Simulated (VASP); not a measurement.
A run of VASP 6.6.1 is set up as follows.

INCAR

```
PREC = Accurate ; ENCUT = 520
EDIFF = 1E-6 ; ISMEAR = 0
SIGMA = 0.1 ; LREAL = F
LASPH = T ; NELM = 100
ALGO = Normal ; ISIF = 2
LWAVE = F ; LCHARG = F
GGA = PE ; NBANDS = 46
```

File KPOINTS:

```
Automatic mesh
0
Gamma
  6 6 2
```

The input POSCAR:

```
IrRu2
1.0
    2.6817191400      0.0000000000      0.0000000000
   -1.3408595700      2.3224369000      0.0000000000
    0.0000000000      0.0000000000     13.1523220500
Ru Ir
4 2
Direct
    0.3333333300      0.6666666700      0.0833333300
    0.3333333300      0.6666666700      0.4166666700
    0.6666666700      0.3333333300      0.5833333300
    0.6666666700      0.3333333300      0.9166666700
    0.3333333300      0.6666666700      0.7500000000
    0.6666666700      0.3333333300      0.2500000000
```

Potentials or basis: VASP PAW PBE potentials, release 64 (Ru_pv, Ir).

The run is started by

```bash
$ cat potpaw_PBE.64/Ru_pv/POTCAR potpaw_PBE.64/Ir/POTCAR > POTCAR
$ mpirun -np 1 vasp_std > vasp.out
```

(1) What does it give for the band gap on the k mesh?

(2) What does it give for the largest force?

(3) Estimate the pressure.

## Answers

(1) zero (bands 37 and 38 overlap by 2.95 eV).

(2) 0.570 eV/Å.

(3) 10.8 GPa.

Caveat: the k points lie up to 0.45 Å⁻¹ apart, too coarse for converged energies and pressures of a metal; spin-orbit coupling is left out, which moves the levels of the heavy elements.
